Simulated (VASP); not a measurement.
Runs of VASP 6.6.1 on Ag. The structure is that of space group P6_3/mmc (No. 194), or close to it. The cells are those of the table. This isn't the form of Ag at room conditions, which is fcc.

```tsv
cell	k mesh	gap on the mesh (eV)	pressure (GPa)
a = 2.817, b = 2.817, c = 9.318 Å, angles 90.0, 90.0, 120.0°, 4 atoms	13 × 13 × 3	none	0.2
a = 2.779, b = 2.779, c = 9.192 Å, angles 90.0, 90.0, 120.0°, 4 atoms	14 × 14 × 4	none	6.7
a = 2.817, b = 2.817, c = 9.318 Å, angles 90.0, 90.0, 120.0°, 4 atoms	14 × 14 × 4	none	(a)
a = 2.925, b = 2.925, c = 9.676 Å, angles 90.0, 90.0, 120.0°, 4 atoms	14 × 14 × 4	none	-11.0
a = 2.699, b = 2.699, c = 8.929 Å, angles 90.0, 90.0, 120.0°, 4 atoms	14 × 14 × 4	none	(b)
a = 2.890, b = 2.890, c = 9.560 Å, angles 90.0, 90.0, 120.0°, 4 atoms	14 × 14 × 4	none	-8.2
a = 2.740, b = 2.740, c = 9.062 Å, angles 90.0, 90.0, 120.0°, 4 atoms	14 × 14 × 4	none	15.0
a = 2.854, b = 2.854, c = 9.440 Å, angles 90.0, 90.0, 120.0°, 4 atoms	14 × 14 × 4	none	-4.5
```

Alike in all rows: task single point; level LDA; potentials or basis VASP PAW LDA potentials, release 64 (Ag); no spin polarisation; cutoff (eV) 520; smearing fermi-dirac 0.1 eV.

Question: Estimate the missing entries.

Answer: (a) 0.4; (b) 25.8.

Caveats: the cell stands under pressure (at least some runs); the cell stands under tension (at least some runs).

A k mesh can miss the band edges, and the runs leave out spin-orbit coupling on Ag.

A gap of «none» marks levels without a gap at the run's occupations.
